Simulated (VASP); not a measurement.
A run of VASP 6.6.1 is set up as follows.

File INCAR:

```
SYSTEM = Ti3Al
PREC = Accurate
ENCUT = 520
EDIFF = 1E-6
ISMEAR = 0
SIGMA = 0.15
LREAL = .False.
LASPH = .True.
NELM = 80
ALGO = Fast
ISIF = 2
LWAVE = .False.
LCHARG = .True.
GGA = PS
LELF = .True.
LVHAR = .True.
NBANDS = 28
```

Contents of KPOINTS:

```
Automatic mesh
0
Gamma
  15 15 6
  0 0 0
```

POSCAR

```
Ti3Al
1.0
    2.8701969374      0.0000000000      0.0000000000
   -1.4350984687      2.4856634617      0.0000000000
    0.0000000000      0.0000000000      9.3000121166
Ti Al
3 1
Direct
    0.6666666667      0.3333333333      0.0000000000
    0.3333333333      0.6666666667      0.7675875759
    0.3333333333      0.6666666667      0.2324124241
    0.6666666667      0.3333333333      0.5000000000
```

Potentials or basis: VASP PAW PBE potentials, release 64 (Ti_sv, Al).

Launch:

```sh
$ cat potpaw_PBE.64/Ti_sv/POTCAR potpaw_PBE.64/Al/POTCAR > POTCAR
$ mpirun -np 1 vasp_std > vasp.out
```

Predict the largest force.

1.245 eV/Å.

Estimate the pressure.

1.4 GPa.

Predict the band gap on the k mesh.

zero (an odd number of electrons rules out a gap without spin polarisation).

Stress tensor (GPa, compression positive):
```
 3.00  0.00  0.00
 0.00  3.00  0.00
 0.00  0.00 -1.78
```

Caveat: the PAW data sets were made with another functional, which shifts forces and pressure a little.
